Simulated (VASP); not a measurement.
Write the native input for VASP 6.6.1 that does the following.

```
Task                   : single point
Functional             : PBE
Potentials or basis    : VASP PAW PBE potentials, release 64 (Ta_pv, N)
Cutoff                 : 520 eV
k mesh                 : 13 × 13 × 7
Occupations            : fermi-dirac, width 0.1 eV
Spin                   : no spin polarisation
Dipole correction      : no
Further INCAR settings : ALGO = Normal; EDIFF = 1e-07; NBANDS = 24
```

The structure of TaN lies in POSCAR:

```
TaN
1.0
    3.0687820000      0.0000000000      0.0000000000
   -1.5343910000      2.6576450000      0.0000000000
    0.0000000000      0.0000000000      4.9704200000
Ta N
2 2
Direct
    0.3333300000      0.6666700000      0.0000000000
    0.6666600000      0.3333300000      0.5000000000
    0.3333300000      0.6666700000      0.3850000000
    0.6666600000      0.3333300000      0.8850000000
```

These files were run (other wordings do the same):

INCAR

```
SYSTEM = TaN
ALGO     = Normal         ! electronic algorithm
EDIFF    = 1E-7           ! SCF threshold, eV
ENCUT    = 520            ! plane-wave cutoff, eV
GGA      = PE             ! functional
ISIF     = 2              ! what is computed and relaxed
ISMEAR   = -1             ! smearing method
LASPH    = .TRUE.         ! aspherical terms in the spheres
LCHARG   = .FALSE.        ! write CHGCAR
LREAL    = .FALSE.        ! projectors in reciprocal space
LWAVE    = .FALSE.        ! write WAVECAR
NBANDS   = 24             ! bands
NELM     = 60             ! most SCF steps
PREC     = Accurate       ! precision mode
SIGMA    = 0.1            ! smearing width, eV
```

KPOINTS

```
k-points
0
G
  13 13 7
  0 0 0
```

Potentials or basis: VASP PAW PBE potentials, release 64 (Ta_pv, N).

The run is started by

```console
$ cat potpaw_PBE.64/Ta_pv/POTCAR potpaw_PBE.64/N/POTCAR > POTCAR
$ mpirun -np 1 vasp_std > vasp.out
```

It gave:

| Item | Value |
| --- | --- |
| Pressure | 127.1 GPa |
| Largest force | 2.332 eV/Å |
| Band gap on the k mesh | zero (bands 16 and 17 overlap by 2.31 eV) |

Caveat: the cell stands under pressure; spin-orbit coupling is left out, which moves the levels of the heavy elements; forces of over 1 eV/Å act on the atoms, so gaps and moduli don't describe the material at rest.

Wall time 2.6 min on 1 thread of Intel Xeon 8259CL, on a shared host, peak memory 0.28 GiB.
